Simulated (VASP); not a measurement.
**Zn: single point with PBE**

The system is Zn.

```xyz
2
Lattice="2.6700 0.0000 0.0000 -1.3350 2.3123 0.0000 0.0000 0.0000 4.9660" Properties=species:S:1:pos:R:3 pbc="T T T"
Zn    0.0000    1.5415    1.2415
Zn    1.3350    0.7708    3.7245
```

| Item | Value |
| --- | --- |
| Program | VASP 6.6.1 |
| Task | single point |
| Functional | PBE |
| Potentials or basis | VASP PAW PBE potentials, release 64 (Zn) |
| Cutoff | 520 eV |
| k mesh | 13 × 13 × 6 |
| Occupations | fermi-dirac, width 0.05 eV |
| Spin | no spin polarisation |
| Dipole correction | no |
| Further INCAR settings | ALGO = Normal; EDIFF = 1e-06; NBANDS = 19 |

- Pressure: -0.7 GPa
- Band gap on the k mesh: zero (bands 12 and 13 overlap by 4.14 eV)

Stress tensor (GPa, compression positive):
```
-0.88  0.00  0.00
 0.00 -0.88  0.00
 0.00  0.00 -0.21
```

Levels at points of the mesh, in eV from the Fermi level:
```
           k point  band 8  band 9  band 10  band 11  band 12  band 13  band 14  band 15  band 16  band 17
(0.00, 0.00, 0.00)   -7.26   -7.26    -7.06    -7.06    -3.57    -3.04    13.51    17.15    17.39    17.39
(0.00, 0.00, 0.50)   -7.57   -7.15    -7.15    -7.15    -7.15     4.56     4.56    18.66    18.66    18.66
```

It took 65 s on 1 thread of Intel Xeon 8259CL, on a shared host, peak memory 0.17 GiB.
